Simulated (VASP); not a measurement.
# Zn (Fm-3m) in VASP: a series of runs, part 2 of 2

VASP 6.6.1.

### Step 5. Relaxation of cell and atoms, PBE+D4

File INCAR:

```
  ALGO = Normal
  EDIFF = 1E-6
  EDIFFG = -0.01
  ENCUT = 600
  GGA = PE
  IBRION = 2
  ISIF = 3
  ISMEAR = -1
  IVDW = 13
  LASPH = T
  LCHARG = F
  LREAL = F
  LWAVE = F
  NELM = 100
  NSW = 60
  PREC = Accurate
  SIGMA = 0.05
```

File KPOINTS:

```
k-points
0
Gamma
  12 12 12
```

File POSCAR:

```
Zn
1.0
    0.0000000000      1.9647760000      1.9647760000
    1.9647760000      0.0000000000      1.9647760000
    1.9647760000      1.9647760000      0.0000000000
Zn
1
Direct
    0.0000000000      0.0000000000      0.0000000000
```

Potentials or basis: VASP PAW PBE potentials, release 64 (Zn).

Run with:

```bash
$ cat potpaw_PBE.64/Zn/POTCAR > POTCAR
$ mpirun -np 1 vasp_std > vasp.out
```

OUTCAR:

```text
EDIFF = 1E-6
   EDIFFG = -0.01
   ENCUT = 600
   GGA = PE
   IBRION = 2
   ISIF = 3
   ISMEAR = -1
   IVDW = 13
   LASPH = T
   LREAL = F
   NELM = 100
   NSW = 60
   PREC = Accurate

 ion  position               nearest neighbor table
   1  0.000  0.000  0.000-

  LATTYP: Found a face centered cubic cell.
 ALAT       =     3.9295520000

  Lattice vectors:

 A1 = (   0.0000000000,   1.9647760000,   1.9647760000)
 A2 = (   1.9647760000,   0.0000000000,   1.9647760000)
 A3 = (   1.9647760000,   1.9647760000,   0.0000000000)

Analysis of symmetry for initial positions (statically):
=====================================================================
 Subroutine PRICEL returns:
 Original cell was already a primitive cell.

 Routine SETGRP: Setting up the symmetry group for a
 face centered cubic supercell.

 Subroutine GETGRP returns: Found 48 space group operations
 (whereof 48 operations were pure point group operations)
 out of a pool of 48 trial point group operations.

The static configuration has the point symmetry O_h .

Analysis of symmetry for dynamics (positions and initial velocities):
=====================================================================
 Subroutine PRICEL returns:
 Original cell was already a primitive cell.

 Routine SETGRP: Setting up the symmetry group for a
 face centered cubic supercell.

 Subroutine GETGRP returns: Found 48 space group operations
 (whereof 48 operations were pure point group operations)
 out of a pool of 48 trial point group operations.

The dynamic configuration has the point symmetry O_h .

 Subroutine INISYM returns: Found 48 space group operations
 (whereof 48 operations are pure point group operations),
 and found     1 'primitive' translations

----------------------------------------------------------------------------------------

                                     Primitive cell

  volume of cell :      15.1694

  direct lattice vectors                    reciprocal lattice vectors
     0.000000000  1.964776000  1.964776000    -0.254481936  0.254481936  0.254481936
     1.964776000  0.000000000  1.964776000     0.254481936 -0.254481936  0.254481936
     1.964776000  1.964776000  0.000000000     0.254481936  0.254481936 -0.254481936

  length of vectors
     2.778612866  2.778612866  2.778612866     0.440775643  0.440775643  0.440775643

  position of ions in fractional coordinates (direct lattice)
     0.000000000  0.000000000  0.000000000

  ion indices of the primitive-cell ions
   primitive index   ion index
                 1           1

----------------------------------------------------------------------------------------

 KPOINTS: k-points

Automatic generation of k-mesh.
 Grid dimensions read from file:
 generate k-points for:   12   12   12

 Generating k-lattice:

  Cartesian coordinates                     Fractional coordinates (reciprocal lattice)
    -0.021206828  0.021206828  0.021206828     0.083333333  0.000000000  0.000000000
     0.021206828 -0.021206828  0.021206828     0.000000000  0.083333333  0.000000000
     0.021206828  0.021206828 -0.021206828     0.000000000  0.000000000  0.083333333

  Length of vectors
     0.036731304  0.036731304  0.036731304

  Shift w.r.t. Gamma in fractional coordinates (k-lattice)
     0.000000000  0.000000000  0.000000000

 Subroutine IBZKPT returns following result:
 ===========================================

 Found     72 irreducible k-points:

 Following reciprocal coordinates:
            Coordinates               Weight
  0.000000  0.000000  0.000000      1.000000
  0.083333  0.000000  0.000000      8.000000
  0.166667  0.000000  0.000000      8.000000
  0.250000  0.000000  0.000000      8.000000
  0.333333  0.000000  0.000000      8.000000
  0.416667  0.000000  0.000000      8.000000
[... 16 lines left out ...]
  0.500000  0.166667  0.000000     24.000000
 -0.416667  0.166667  0.000000     24.000000
 [... further k-points ...]
   k-points           NKPTS =     72   k-points in BZ     NKDIM =     72   number of bands    NBANDS=     10
   number of dos      NEDOS =    301   number of ions     NIONS =      1
   total plane-waves  NPLWV =  13824
   dimension x,y,z NGX =    24 NGY =   24 NGZ =   24
   dimension x,y,z NGXF=    48 NGYF=   48 NGZF=   48
   ions per type =               1
   NGX,Y,Z   is equivalent  to a cutoff of  14.36, 14.36, 14.36 a.u.
   NGXF,Y,Z  is equivalent  to a cutoff of  28.72, 28.72, 28.72 a.u.
 SYSTEM =  unknown system
   PREC   = accura    normal or accurate (medium, high low for compatibility)
   ISTART =      0    job   : 0-new  1-cont  2-samecut
   ICHARG =      2    charge: 1-file 2-atom 10-const
   ISPIN  =      1    spin polarized calculation?
   LNONCOLLINEAR =      F non collinear calculations
   LSORBIT =      F    spin-orbit coupling
   LASPH  =      T    aspherical Exc in radial PAW
   ENCUT  =  600.0 eV  44.10 Ry    6.64 a.u.   5.55  5.55  5.55*2*pi/ulx,y,z
   NELM   =    100;   NELMIN=  2; NELMDL= -5     # of ELM steps
   EDIFF  = 0.1E-05   stopping-criterion for ELM
   LREAL  =      F    real-space projection
   EDIFFG = -.1E-01   stopping-criterion for IOM
   NSW    =     60    number of steps for IOM
   IBRION =      2    ionic relax: 0-MD 1-quasi-New 2-CG
   NFREE  =      1    steps in history (QN), initial steepest desc. (CG)
   ISIF   =      3    stress and relaxation
   ISYM   =      2    0-nonsym 1-usesym 2-fastsym
   POTIM  = 0.5000    time-step for ionic-motion
   TEBEG  =    0.0;   TEEND  =   0.0 temperature during run
   PSTRESS=    0.0 pullay stress
   NELECT =      12.0000    total number of electrons
   NUPDOWN=      -1.0000    fix difference up-down
   EMIN   =  10.00;   EMAX   =-10.00  energy-range for DOS
   EFERMI =   0.00;   METHOD = LEGACY
   ISMEAR =    -1;   SIGMA  =   0.05  broadening in eV -4-tet -1-fermi 0-gaus
   EFERMI_NEDOS =   21; number of points for ismear=-14 and -15
   IALGO  =     38    algorithm
   IMIX   =      4    mixing-type and parameters
     AMIX     =   0.40;   BMIX     =  1.00
     AMIX_MAG =   1.60;   BMIX_MAG =  1.00
  volume/ion in A,a.u.               =      15.17       102.37
  Fermi-wavevector in a.u.,A,eV,Ry     =   1.514069  2.861175 31.190044  2.292404
  Thomas-Fermi vector in A             =   2.623775
   LORBIT       =      0    0 simple, 1 ext, 2 COOP (PROOUT), +10 PAW based schemes
   GGA     = PE    functional components
   LHFCALC =     F    Hartree Fock is set to
   AEXX    =    0.0000 exact exchange contribution
   IVDW    =    13    specifies the selected vdW correction
   LEPSILON=     F    determine dielectric tensor
   LRPA    =     F    only Hartree local field effects (RPA)
 conjugate gradient relaxation of ions
 non-spin polarized calculation
  energy-cutoff  :      600.00
  volume of cell :       15.17
 maximum number of plane-waves:       532
 NGX is ok and might be reduce to    24
   NGX = 11   NGY = 11   NGZ = 11

--------------------------------------- Ionic step        1  -------------------------------------------

 number of electron      12.0000008 magnetization

 Free energy of the ion-electron system (eV)
  ---------------------------------------------------
  ext. energy  EPLUGINS =         0.00000000
  ---------------------------------------------------
  free energy    TOTEN  =        -1.07703658 eV

  energy without entropy =       -1.07366825  energy(sigma->0) =       -1.07535242

------------------------ aborting loop because EDIFF is reached ----------------------------------------

  DFT-D4 for vdW energy calculation

  Edisp (eV):   -0.32056
[... 69 lines left out ...]
--------------------------------------- Ionic step        3  -------------------------------------------

 number of electron      12.0000002 magnetization

 Free energy of the ion-electron system (eV)
  ---------------------------------------------------
  ext. energy  EPLUGINS =         0.00000000
  ---------------------------------------------------
  free energy    TOTEN  =        -1.06953388 eV

  energy without entropy =       -1.06660549  energy(sigma->0) =       -1.06806969

 E-fermi :   3.3705     XC(G=0): -11.8207

 val. band max:        3.3611205110   @ k =  -0.3333   0.3333   0.1667
 cond. band min:       3.4466140538   @ k =  -0.4167   0.0833   0.0000
 fundamental gap:      0.0854935428
 Fermi energy:         3.3704725033

 k-point     1 :       0.0000    0.0000    0.0000
  band No.  band energies     occupation
      1      -7.3108      2.00000
      2      -4.3347      2.00000
      3      -4.3347      2.00000
      4      -4.3347      2.00000
      5      -3.9206      2.00000
      6      -3.9206      2.00000
      7      22.3373      0.00000
      8      22.3373      0.00000
      9      22.3373      0.00000
     10      22.6583      0.00000
[... 287 lines left out ...]
 k-point    24 :      -0.4167    0.1667    0.0000
  band No.  band energies     occupation
      1      -4.8995      2.00000
      2      -4.4349      2.00000
      3      -4.1853      2.00000
      4      -3.9699      2.00000
      5      -3.6613      2.00000
      6       1.0244      2.00000
      7       3.0803      1.99398
      8      13.1145      0.00000
      9      16.9294      0.00000
     10      19.2332      0.00000

 [... further k-points ...]

------------------------ aborting loop because EDIFF is reached ----------------------------------------

  DFT-D4 for vdW energy calculation

  Edisp (eV):   -0.33495
[... 24 lines left out ...]
  FREE ENERGIE OF THE ION-ELECTRON SYSTEM (eV)
  ---------------------------------------------------
  free  energy   TOTEN  =        -1.4044832814 eV

  energy  without entropy=       -1.4015548919  energy(sigma->0) =       -1.40301909

 reached required accuracy - stopping structural energy minimisation
```

CONTCAR:

```text
Zn
   1.00000000000000
    -0.0000000000000000    1.9348990540342921    1.9348990540342919
     1.9348990540342919   -0.0000000000000000    1.9348990540342919
     1.9348990540342919    1.9348990540342921    0.0000000000000000
  Zn
     1
Direct
     0.0000000000000000    0.0000000000000000    0.0000000000000000

  0.00000000E+00  0.00000000E+00  0.00000000E+00
```

Wall time 29 s (1 thread of Intel Xeon 8259CL, shared host); peak memory 0.15 GiB.

Results:

```yaml
Free_energy: -1.4045 eV
Relaxed_volume: 14.49 Å³/atom
Relaxed_cell: a = 2.736 Å, b = 2.736 Å, c = 2.736 Å, α = 60.00°, β = 60.00°, γ = 60.00°
Space_group_after_relaxing_to_0.05_Å: Fm-3m (No. 225)
Energy_gained_by_relaxing: 6.9 meV/atom
Ionic_steps: 3
Pressure_after_relaxing: 0.1 GPa
Band_gap_on_the_k_mesh: zero (band 6 reaches 5.70 eV, above the bottom of band 7 at 2.11 eV)
Dispersion_energy_per_atom: -0.335 eV
```

The path:
| step | energy change (eV) | largest force (eV/Å) | pressure (GPa) | volume (Å³) |
| --- | --- | --- | --- | --- |
| 1 | 0.0000 | 0.0000 | -3.09 | 15.17 |
| 2 | -0.0069 | 0.0000 | -0.25 | 14.54 |
| 3 | -0.0069 | 0.0000 | 0.10 | 14.49 |

Final structure:
```
CELL_PARAMETERS angstrom
0.00000 1.93490 1.93490
1.93490 0.00000 1.93490
1.93490 1.93490 0.00000
ATOMIC_POSITIONS crystal
Zn 0.00000 0.00000 0.00000
```

Caveat: pairwise dispersion overbinds metals, which lowers pressure and volume.

### Step 6. Summary

| task | level | cell | k mesh | cutoff (eV) | grid for exact exchange (PRECFOCK) | share of exact exchange | gap on the mesh (eV) | pressure (GPa) | relaxed volume (Å³/atom) |
| --- | --- | --- | --- | --- | --- | --- | --- | --- | --- |
| single point | r2SCAN50 | as given | 6 × 6 × 6 | 440 | Normal | - | none | -2.6 | - |
| relaxation of cell and atoms | PBEsol-based global hybrid | relaxed | 6 × 6 × 6 | 500 | Normal | 0.25 | none | -0.1 | 14.36 |
| relaxation of cell and atoms | PBE+D3(BJ) | relaxed | 12 × 12 × 12 | 600 | - | - | none | 0.1 | 14.26 |
| relaxation of cell and atoms | PBE+D4 | relaxed | 12 × 12 × 12 | 600 | - | - | none | 0.1 | 14.49 |

Alike in all rows: potentials or basis VASP PAW PBE potentials, release 64 (Zn); no spin polarisation; smearing fermi-dirac 0.05 eV.

Caveats: some runs use coarse meshes; the PAW data sets were made with another functional, which shifts forces and pressure a little (some runs); pairwise dispersion overbinds metals, which lowers pressure and volume (some runs).

Absolute energies hang on the potentials; compare differences alone.
